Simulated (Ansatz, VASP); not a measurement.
**CoO in VASP and in Ansatz**

```
Co O
1.0
     0.00000    2.12453    2.12453
     2.12453    0.00000    2.12453
     2.12453    2.12453    0.00000
Co O
1 1
Direct
  0.00000 0.00000 0.00000
  0.50000 0.50000 0.50000
```

Alike in both runs: task single point; functional PBE; k mesh 14 × 14 × 14; occupations gaussian, width 0.05 eV; collinear spin.

```csv
,VASP,Ansatz
version,VASP 6.6.1,Ansatz 0.2.0
potentials or method,"VASP PAW PBE potentials, release 64 (Co, O), cutoff 520 eV","scalar-relativistic, plane waves, PAW"
valence electrons in the cell,15,23
```

Ansatz gave:

```
gap on the k mesh at the Fermi level (eV)                     : none
pressure (GPa)                                                : 0.0
net moment per atom (μB)                                      : 1.48
size of the moment on the site where the two differ most (μB) : 2.51
```

Q: What did VASP give for the same quantities?

A: gap on the k mesh at the Fermi level (eV): none; pressure (GPa): -0.6; net moment per atom (μB): 1.46; size of the moment on the site where the two differ most (μB): 2.57.

Site moments also hang on the region over which each program counts them. A gap of «none» marks a metal or a gap that the smearing closes. VASP's potentials hold 15 valence electrons a cell and Ansatz's 23, so a difference there can come from the potentials and not from the codes.
